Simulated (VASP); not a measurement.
A run of VASP 6.6.1:

File INCAR:

```
SYSTEM = Ru
PREC = Accurate ; ENCUT = 520
EDIFF = 1E-7 ; ISMEAR = 0
SIGMA = 0.15 ; LREAL = .FALSE.
LASPH = .TRUE. ; NELM = 100
ALGO = Fast ; ISIF = 2
LWAVE = .FALSE. ; LCHARG = .FALSE.
GGA = PE ; NBANDS = 21
```

The input KPOINTS:

```
regular mesh
0
G
  21 21 12
  0 0 0
```

POSCAR

```
Ru
1.0
    2.6452645071      0.0000000000      0.0000000000
   -1.3226322536      2.2908662628      0.0000000000
    0.0000000000      0.0000000000      4.1789142874
Ru
2
Direct
    0.3333333333      0.6666666667      0.2500000000
    0.6666666667      0.3333333333      0.7500000000
```

Potentials or basis: VASP PAW PBE potentials, release 64 (Ru_pv).

The run is started by

```bash
$ cat potpaw_PBE.64/Ru_pv/POTCAR > POTCAR
$ mpirun -np 1 vasp_std > vasp.out
```

Hardware: 1 thread of Intel(R) Xeon(R) Platinum 8259CL CPU @ 2.50GHz (Skylake/Cascade Lake), on a shared host.

Problem. Estimate the wall time of this run.

Solution. Run time: 2.4 min on 1 thread of Intel(R) Xeon(R) Platinum 8259CL CPU @ 2.50GHz (Skylake/Cascade Lake), with other jobs on the host, peak memory 0.25 GiB. Counts: scf iterations 14, k points 336.
